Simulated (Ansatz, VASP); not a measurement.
# One calculation of K2SiB2, two programs

INCAR

```
PREC = Accurate
ENCUT = 600
EDIFF = 1E-7
ISMEAR = 0
SIGMA = 0.1
LREAL = F
LASPH = T
NELM = 100
ALGO = Normal
ISIF = 3
LWAVE = F
LCHARG = F
GGA = PE
IBRION = 2
NSW = 100
EDIFFG = -0.01
```

Contents of KPOINTS:

```
regular mesh
0
Gamma
  12 12 4
```

File POSCAR:

```
K2SiB2
1.0
    3.5884402114      0.0000000000      0.0000000000
   -1.7942201057      3.1076803830      0.0000000000
    0.0000000000      0.0000000000      9.9683006068
K Si B
2 1 2
Direct
    0.6666666667      0.3333333333      0.2810961883
    0.3333333333      0.6666666667      0.7189038117
    0.0000000000      0.0000000000      0.0000000000
    0.6666666667      0.3333333333      0.9403465426
    0.3333333333      0.6666666667      0.0596534574
```

Input for Ansatz:

```yaml
crystal:
  lattice:
    - [3.5884402114, 0.0, 0.0]
    - [-1.7942201057, 3.107680383, 0.0]
    - [0.0, 0.0, 9.9683006068]
  atoms:
    - { symbol: K, position: [0.6666666667, 0.3333333333, 0.2810961883] }
    - { symbol: K, position: [0.3333333333, 0.6666666667, 0.7189038117] }
    - { symbol: Si, position: [0.0, 0.0, 0.0] }
    - { symbol: B, position: [0.6666666667, 0.3333333333, 0.9403465426] }
    - { symbol: B, position: [0.3333333333, 0.6666666667, 0.0596534574] }
basis:
  ecutwfc: 420
kpoints:
  mp_grid: { grid: [12, 12, 4] }
hamiltonian:
  xc: pbe
scf:
  occupations: { method: gaussian, width: 0.1 }
output:
  forces: true
  stress: true
  eigenvalues: true
  write_density: true
  write_potential: true
  elf: true
  volumetric_format: npy
relax:
  adjacent_minimum: "off"
  f_tol: 0.01
  max_steps: 80
  cell: { stress_tol: 0.05 }
```

Change from the starting cell: species swapped into the Nb2CS2 type (P-3m1, No. 164).

Alike in both runs: task relaxation of cell and atoms; functional PBE; k mesh 12 × 12 × 4; occupations gaussian, width 0.1 eV; no spin polarisation.

|  | VASP | Ansatz |
| --- | --- | --- |
| version | VASP 6.6.1 | Ansatz 0.2.0 |
| potentials or method | VASP PAW PBE potentials, release 64 (K_sv, Si, B), cutoff 600 eV | scalar-relativistic, plane waves, PAW |
| valence electrons in the cell | 28 | 28 |

VASP gave:

```
gap on the k mesh at the Fermi level, each at its own relaxed structure (eV) : none
relaxed volume (Å³/atom)                                                     : 22.80
relaxed cell length with the largest relative difference (Å)                 : 3.634
```

Question: Estimate Ansatz's values.

Answer: gap on the k mesh at the Fermi level, each at its own relaxed structure (eV): none; relaxed volume (Å³/atom): 22.81; relaxed cell length with the largest relative difference (Å): 3.635.

A gap of «none» marks a metal or a gap that the smearing closes.
